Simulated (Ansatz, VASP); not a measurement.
# LuScN2 in VASP and in Ansatz

```
Sc N Lu
1.0
     3.25304    0.00000    0.00000
     0.00000    3.25304    0.00000
     0.00000    0.00000    4.58895
Sc N Lu
1 2 1
Direct
  0.00000 0.00000 0.00000
  0.00000 0.00000 0.50000
  0.50000 0.50000 0.00000
  0.50000 0.50000 0.50000
```

Alike in both runs: task single point; functional PBE; k mesh 6 × 6 × 4; occupations fermi-dirac, width 0.02 eV; no spin polarisation.

|  | VASP | Ansatz |
| --- | --- | --- |
| version | VASP 6.6.1 | Ansatz 0.2.0 |
| potentials or method | VASP PAW PBE potentials, release 64 (Sc_sv, N, Lu) | plane waves, PAW |
| plane-wave cutoff (eV) | 520 | 420 |
| valence electrons in the cell | 46 | 46 |

Ansatz gave:

* pressure (GPa): 5.8

Task: What did VASP give for the same quantities?

Result: Pressure (GPa): 6.9.

Neither program's run includes spin-orbit coupling.
